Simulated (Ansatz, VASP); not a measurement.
## Ru in VASP and in Ansatz

Contents of POSCAR:

```
Ru
1.0
    2.7023482492      0.0000000000      0.0000000000
   -1.3511741246      2.3403022337      0.0000000000
    0.0000000000      0.0000000000      4.3939444865
Ru
2
Direct
    0.3333333333      0.6666666667      0.2500000000
    0.6666666667      0.3333333333      0.7500000000
```

INCAR.step1

```
SYSTEM = Ru
PREC     = Accurate       ! precision mode
ENCUT    = 520            ! plane-wave cutoff, eV
ISMEAR   = 0              ! smearing method
SIGMA    = 0.15           ! smearing width, eV
LREAL    = .FALSE.        ! projectors in reciprocal space
LASPH    = .TRUE.         ! aspherical terms in the spheres
NELM     = 100            ! most SCF steps
NBANDS   = 21             ! bands
GGA      = PE             ! functional
ALGO     = Normal         ! electronic algorithm
EDIFF    = 1E-4           ! SCF threshold, eV
LWAVE    = .TRUE.         ! write WAVECAR
LCHARG   = .FALSE.        ! write CHGCAR
```

File INCAR.step2:

```
SYSTEM = Ru
PREC     = Accurate       ! precision mode
ENCUT    = 520            ! plane-wave cutoff, eV
EDIFF    = 1E-6           ! SCF threshold, eV
ISMEAR   = 0              ! smearing method
SIGMA    = 0.15           ! smearing width, eV
LREAL    = .FALSE.        ! projectors in reciprocal space
LASPH    = .TRUE.         ! aspherical terms in the spheres
NELM     = 100            ! most SCF steps
ALGO     = Normal         ! electronic algorithm
ISIF     = 2              ! what is computed and relaxed
LWAVE    = .FALSE.        ! write WAVECAR
LCHARG   = .TRUE.         ! write CHGCAR
METAGGA  = R2SCAN         ! meta-GGA
LMIXTAU  = .TRUE.       
LELF     = .TRUE.         ! ELF
LVHAR    = .TRUE.       
NBANDS   = 21             ! bands
ISTART   = 1
```

Contents of KPOINTS:

```
regular mesh
0
G
  24 24 14
  0 0 0
```

Input for Ansatz:

```yaml
crystal:
  lattice:
    - [2.7023482492, 0.0, 0.0]
    - [-1.3511741246, 2.3403022337, 0.0]
    - [0.0, 0.0, 4.3939444865]
  atoms:
    - { symbol: Ru, position: [0.3333333333, 0.6666666667, 0.25] }
    - { symbol: Ru, position: [0.6666666667, 0.3333333333, 0.75] }
basis:
  ecutwfc: 500
kpoints:
  mp_grid: { grid: [24, 24, 14] }
hamiltonian:
  xc: r2scan
scf:
  occupations: { method: gaussian, width: 0.15 }
output:
  forces: true
  stress: true
  eigenvalues: true
```

Change from the starting cell: strain +0.0300 x Voigt [0, 0, 1, 0, 0, 0], atoms carried along.

Alike in both runs: task single point; functional r2SCAN; k mesh 24 × 24 × 14; occupations gaussian, width 0.15 eV; no spin polarisation.

```csv
,VASP,Ansatz
version,VASP 6.6.1,Ansatz 0.2.0
potentials or method,"VASP PAW PBE potentials, release 64 (Ru_pv), cutoff 520 eV","scalar-relativistic, plane waves, PAW"
valence electrons in the cell,28,32
```

```tsv
	VASP	Ansatz	Ansatz less VASP
gap on the k mesh at the Fermi level (eV)	none	none	-
pressure (GPa)	-8.0	-9.3	-1.32
traceless stress, the component that is largest in VASP (GPa)	-9.25	-9.28	-0.032
```

VASP's potentials were made for PBE, not for r2SCAN. A gap of «none» marks a metal or a gap that the smearing closes. The functional is the same, so the differences come from potentials, cutoffs and numerics. VASP's potentials hold 28 valence electrons a cell and Ansatz's 32, so a difference there can come from the potentials and not from the codes.
